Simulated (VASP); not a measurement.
# W4CO in VASP: single point with PBEsol

Aim: the single point of W4CO with PBEsol.

Program: VASP 6.6.1. These are calculated values, not measurements. Logs are shortened: lines on timing, memory, paths and dates and some standing lists are left out, and cuts for length are marked.

## 1. The cell of the first run

The cell holds a slab with vacuum, 6 atoms: a = 2.732 Å, b = 2.732 Å, c = 26.841 Å, α = 90.00°, β = 90.00°, γ = 109.47°.

## 2. Single point, PBEsol

Input file INCAR:

```
ALGO = Normal
DIPOL = 0.5 0.5 0.511
EDIFF = 1E-7
ENCUT = 520
GGA = PS
IDIPOL = 3
ISIF = 2
ISMEAR = 0
LASPH = T
LCHARG = F
LDIPOL = T
LREAL = F
LWAVE = F
NBANDS = 42
NELM = 60
PREC = Accurate
SIGMA = 0.1
```

Input file KPOINTS:

```
k-points
0
Gamma
  11 11 1
```

Input file POSCAR:

```
W4CO
1.0
    2.7317561375      0.0000000000      0.0000000000
   -0.9105853792      2.5755243858      0.0000000000
    0.0000000000      0.0000000000     26.8414086385
W C O
4 1 1
Direct
    0.5000000000      0.5000000000      0.3166748852
    0.0000000000      0.0000000000      0.3997729661
    0.5000000000      0.5000000000      0.4826113306
    0.0000000000      0.0000000000      0.5656612337
    0.5000000000      1.0000000000      0.6298446625
    0.5000000000      1.0000000000      0.6733617144
```

Potentials or basis: VASP PAW PBE potentials, release 64 (W_sv, C, O).

Launch:

```console
$ cat potpaw_PBE.64/W_sv/POTCAR potpaw_PBE.64/C/POTCAR potpaw_PBE.64/O/POTCAR > POTCAR
$ mpirun -np 1 vasp_std > vasp.out
```

OUTCAR:

```text
EDIFF = 1E-7
   ENCUT = 520
   GGA = PS
   ISIF = 2
   ISMEAR = 0
   LASPH = T
   LREAL = F
   NELM = 60
   PREC = Accurate

 ion  position               nearest neighbor table
   1  0.500  0.500  0.317-   2 2.73   2 2.73   2 3.15   2 3.15
   2  0.000  0.000  0.400-   3 2.73   3 2.73   1 2.73   1 2.73   3 3.15   3 3.15   1 3.15   1 3.15

   3  0.500  0.500  0.483-   2 2.73   2 2.73   4 2.73   4 2.73   2 3.15   2 3.15   4 3.15   4 3.15

   4  0.000  0.000  0.566-   5 2.20   5 2.20   3 2.73   3 2.73   3 3.15   3 3.15
   5  0.500  0.000  0.630-   6 1.17   4 2.20   4 2.20
   6  0.500  0.000  0.673-   5 1.17

  LATTYP: Found a base centered orthorhombic cell.
 ALAT       =     3.1543602826
 B/A-ratio  =     1.4142135624
 C/A-ratio  =     8.5093033875

  Lattice vectors:

 A1 = (   2.7317561375,   0.0000000000,   0.0000000000)
 A2 = (  -0.9105853792,   2.5755243858,   0.0000000000)
 A3 = (   0.0000000000,   0.0000000000,  26.8414086385)

Analysis of symmetry for initial positions (statically):
=====================================================================
 Subroutine PRICEL returns:
 Original cell was already a primitive cell.

 Routine SETGRP: Setting up the symmetry group for a
 base centered orthorhombic supercell.

 Subroutine GETGRP returns: Found  2 space group operations
 (whereof  2 operations were pure point group operations)
 out of a pool of  8 trial point group operations.

The static configuration has the point symmetry C_2 .

Analysis of symmetry for dynamics (positions and initial velocities):
=====================================================================
 Subroutine PRICEL returns:
 Original cell was already a primitive cell.

 Routine SETGRP: Setting up the symmetry group for a
 base centered orthorhombic supercell.

 Subroutine GETGRP returns: Found  2 space group operations
 (whereof  2 operations were pure point group operations)
 out of a pool of  8 trial point group operations.

The dynamic configuration has the point symmetry C_2 .

 Subroutine INISYM returns: Found  2 space group operations
 (whereof  2 operations are pure point group operations),
 and found     1 'primitive' translations

----------------------------------------------------------------------------------------

                                     Primitive cell

  volume of cell :     188.8482

  direct lattice vectors                    reciprocal lattice vectors
     2.731756138  0.000000000  0.000000000     0.366064886  0.129423482  0.000000000
    -0.910585379  2.575524386  0.000000000     0.000000000  0.388270445  0.000000000
     0.000000000  0.000000000 26.841408638     0.000000000  0.000000000  0.037255869

  length of vectors
     2.731756138  2.731756137 26.841408638     0.388270445  0.388270445  0.037255869

  position of ions in fractional coordinates (direct lattice)
     0.500000000  0.500000000  0.316674885
     0.000000000  0.000000000  0.399772966
     0.500000000  0.500000000  0.482611331
     0.000000000  0.000000000  0.565661234
     0.500000000  0.000000000  0.629844662
     0.500000000  0.000000000  0.673361714

  ion indices of the primitive-cell ions
   primitive index   ion index
                 1           1
                 2           2
                 3           3
                 4           4
                 5           5
                 6           6

----------------------------------------------------------------------------------------

 KPOINTS: k-points

Automatic generation of k-mesh.
 Grid dimensions read from file:
 generate k-points for:   11   11    1

 Generating k-lattice:

  Cartesian coordinates                     Fractional coordinates (reciprocal lattice)
     0.033278626  0.011765771  0.000000000     0.090909091  0.000000000  0.000000000
     0.000000000  0.035297313  0.000000000     0.000000000  0.090909091  0.000000000
     0.000000000  0.000000000  0.037255869     0.000000000  0.000000000  1.000000000

  Length of vectors
     0.035297313  0.035297313  0.037255869

  Shift w.r.t. Gamma in fractional coordinates (k-lattice)
     0.000000000  0.000000000  0.000000000

 Subroutine IBZKPT returns following result:
 ===========================================

 Found     61 irreducible k-points:

 Following reciprocal coordinates:
            Coordinates               Weight
  0.000000  0.000000  0.000000      1.000000
  0.090909  0.000000  0.000000      2.000000
  0.000000  0.090909  0.000000      2.000000
  0.181818  0.000000  0.000000      2.000000
  0.000000  0.181818  0.000000      2.000000
  0.272727  0.000000  0.000000      2.000000
[... 16 lines left out ...]
 -0.363636  0.090909  0.000000      2.000000
  0.090909 -0.363636  0.000000      2.000000
 [... further k-points ...]
   k-points           NKPTS =     61   k-points in BZ     NKDIM =     61   number of bands    NBANDS=     42
   number of dos      NEDOS =    301   number of ions     NIONS =      6
   total plane-waves  NPLWV =  80000
   dimension x,y,z NGX =    20 NGY =   20 NGZ =  200
   dimension x,y,z NGXF=    40 NGYF=   40 NGZF=  400
   ions per type =               4   1   1
   NGX,Y,Z   is equivalent  to a cutoff of  12.17, 12.17, 12.39 a.u.
   NGXF,Y,Z  is equivalent  to a cutoff of  24.34, 24.34, 24.77 a.u.
 SYSTEM =  unknown system
   PREC   = accura    normal or accurate (medium, high low for compatibility)
   ISTART =      0    job   : 0-new  1-cont  2-samecut
   ICHARG =      2    charge: 1-file 2-atom 10-const
   ISPIN  =      1    spin polarized calculation?
   LNONCOLLINEAR =      F non collinear calculations
   LSORBIT =      F    spin-orbit coupling
   LASPH  =      T    aspherical Exc in radial PAW
   ENCUT  =  520.0 eV  38.22 Ry    6.18 a.u.   5.08  5.08 49.91*2*pi/ulx,y,z
   NELM   =     60;   NELMIN=  2; NELMDL= -5     # of ELM steps
   EDIFF  = 0.1E-06   stopping-criterion for ELM
   LREAL  =      F    real-space projection
   EDIFFG = 0.1E-05   stopping-criterion for IOM
   NSW    =      0    number of steps for IOM
   IBRION =     -1    ionic relax: 0-MD 1-quasi-New 2-CG
   NFREE  =      0    steps in history (QN), initial steepest desc. (CG)
   ISIF   =      2    stress and relaxation
   ISYM   =      2    0-nonsym 1-usesym 2-fastsym
   POTIM  = 0.5000    time-step for ionic-motion
   TEBEG  =    0.0;   TEEND  =   0.0 temperature during run
   PSTRESS=    0.0 pullay stress
   NELECT =      66.0000    total number of electrons
   NUPDOWN=      -1.0000    fix difference up-down
   EMIN   =  10.00;   EMAX   =-10.00  energy-range for DOS
   EFERMI =   0.00;   METHOD = LEGACY
   ISMEAR =     0;   SIGMA  =   0.10  broadening in eV -4-tet -1-fermi 0-gaus
   EFERMI_NEDOS =   21; number of points for ismear=-14 and -15
   IALGO  =     38    algorithm
   IMIX   =      4    mixing-type and parameters
     AMIX     =   0.40;   BMIX     =  1.00
     AMIX_MAG =   1.60;   BMIX_MAG =  1.00
  volume/ion in A,a.u.               =      31.47       212.40
  Fermi-wavevector in a.u.,A,eV,Ry     =   1.153148  2.179134 18.092362  1.329751
  Thomas-Fermi vector in A             =   2.289794
   LORBIT       =      0    0 simple, 1 ext, 2 COOP (PROOUT), +10 PAW based schemes
   GGA     = PS    functional components
   LHFCALC =     F    Hartree Fock is set to
   AEXX    =    0.0000 exact exchange contribution
   IVDW    =     0    specifies the selected vdW correction
   LEPSILON=     F    determine dielectric tensor
   LRPA    =     F    only Hartree local field effects (RPA)
 non-spin polarized calculation
 Gauss-broadening in eV      SIGMA  =   0.10
  energy-cutoff  :      520.00
  volume of cell :      188.85
 maximum number of plane-waves:      5146
   NGX = 11   NGY = 11   NGZ = 99

 dipolmoment           0.000000      0.000000     -1.182766 electrons x Angstroem

 number of electron      66.0000021 magnetization

 dipolmoment           0.000000      0.000000      0.078533 electrons x Angstroem

 Free energy of the ion-electron system (eV)
  ---------------------------------------------------
  ext. energy  EPLUGINS =         0.00000000
  ---------------------------------------------------
  free energy    TOTEN  =       -68.99647311 eV

  energy without entropy =      -68.98682706  energy(sigma->0) =      -68.99165009

 E-fermi :   0.5946     XC(G=0):  -6.2496

 val. band max:        0.5910003245   @ k =   0.0000   0.1818   0.0000
 cond. band min:       0.5991391248   @ k =  -0.2727   0.2727   0.0000
 fundamental gap:      0.0081388003
 Fermi energy:         0.5945772756

 k-point     1 :       0.0000    0.0000    0.0000
  band No.  band energies     occupation
      1     -73.5255      2.00000
      2     -73.4780      2.00000
      3     -73.4062      2.00000
      4     -73.3722      2.00000
      5     -38.2794      2.00000
      6     -37.9489      2.00000
[... 34 lines left out ...]
     41       2.9344      0.00000
     42       3.3263      0.00000

 k-point     2 :       0.0909    0.0000    0.0000
  band No.  band energies     occupation
      1     -73.5181      2.00000
      2     -73.4718      2.00000
      3     -73.4020      2.00000
      4     -73.3678      2.00000
      5     -38.2534      2.00000
      6     -37.9494      2.00000
[... 34 lines left out ...]
     41       3.0191      0.00000
     42       3.4452      0.00000

 k-point     3 :       0.0000    0.0909    0.0000
  band No.  band energies     occupation
      1     -73.5181      2.00000
      2     -73.4718      2.00000
      3     -73.4020      2.00000
      4     -73.3678      2.00000
      5     -38.2537      2.00000
      6     -37.9501      2.00000
[... 897 lines left out ...]
      4     -73.3211      2.00000
      5     -38.2005      2.00000
      6     -38.1586      2.00000
[... 34 lines left out ...]
     41       4.1678      0.00000
     42       4.2198      0.00000

 k-point    24 :       0.0909   -0.3636    0.0000
  band No.  band energies     occupation
      1     -73.4476      2.00000
      2     -73.4103      2.00000
      3     -73.3604      2.00000
      4     -73.3211      2.00000
      5     -38.1942      2.00000
      6     -38.1525      2.00000
[... 34 lines left out ...]
     41       4.1209      0.00000
     42       4.2305      0.00000

 [... further k-points ...]

------------------------ aborting loop because EDIFF is reached ----------------------------------------

 vacuum level on the upper side and lower side of the slab       (xc-potential included)         0.892        -1.099

  FORCE on cell =-STRESS in cart. coord.  units (eV):
  Direction    XX          YY          ZZ          XY          YZ          ZX
  --------------------------------------------------------------------------------------
  -------------------------------------------------------------------------------------
  Total       -3.4182620     -1.6946851     -0.5149995     -0.9313946      0.0000000      0.0000000
  in kB      -29.0003364    -14.3776100     -4.3692260     -7.9018973      0.0000000      0.0000000
  external PRESSURE =     -15.9157241 kB  Pullay stress =       0.0000000 kB

 VOLUME and BASIS-vectors are now :
 -----------------------------------------------------------------------------
  energy-cutoff  :      520.00
  volume of cell :      188.85
      direct lattice vectors                 reciprocal lattice vectors
     2.731756138  0.000000000  0.000000000     0.366064886  0.129423482  0.000000000
    -0.910585379  2.575524386  0.000000000     0.000000000  0.388270445  0.000000000
     0.000000000  0.000000000 26.841408638     0.000000000  0.000000000  0.037255869

 POSITION                                       TOTAL-FORCE (eV/Angst)
 -----------------------------------------------------------------------------------
      0.91059      1.28776      8.50000         0.000000      0.000000      0.663055
      0.00000      0.00000     10.73047         0.000000      0.000000     -0.691251
      0.91059      1.28776     12.95397         0.000000      0.000000      0.013369
      0.00000      0.00000     15.18314         0.000000      0.000000      0.005116
      1.36588      0.00000     16.90592         0.000000      0.000000     -0.797283
      1.36588      0.00000     18.07398        -0.000000      0.000000      0.806994
 -----------------------------------------------------------------------------------
    total drift:                               -0.000000      0.000000      0.001260

  FREE ENERGIE OF THE ION-ELECTRON SYSTEM (eV)
  ---------------------------------------------------
  free  energy   TOTEN  =       -68.9964731131 eV

  energy  without entropy=      -68.9868270584  energy(sigma->0) =      -68.99165009

 vacuum level on the upper side and lower side of the slab         7.599         5.574
```

Run time: 31 min. Hardware: 1 thread of Intel Xeon 8259CL, shared host; peak memory 0.55 GiB.

What came out:

| Quantity | Value |
| --- | --- |
| Free energy | -68.9965 eV |
| Largest force | 0.807 eV/Å |
| Band gap on the k mesh | zero (bands 33 and 34 overlap by 1.60 eV) |

Forces on the atoms (eV/Å):
```
W    0.000  0.000  0.663
W    0.000  0.000 -0.691
W    0.000  0.000  0.013
W    0.000  0.000  0.005
C    0.000  0.000 -0.797
O    0.000  0.000  0.807
```

Caveat: the PAW data sets were made with another functional, which shifts forces and pressure a little; spin-orbit coupling is left out, which moves the levels of the heavy elements.
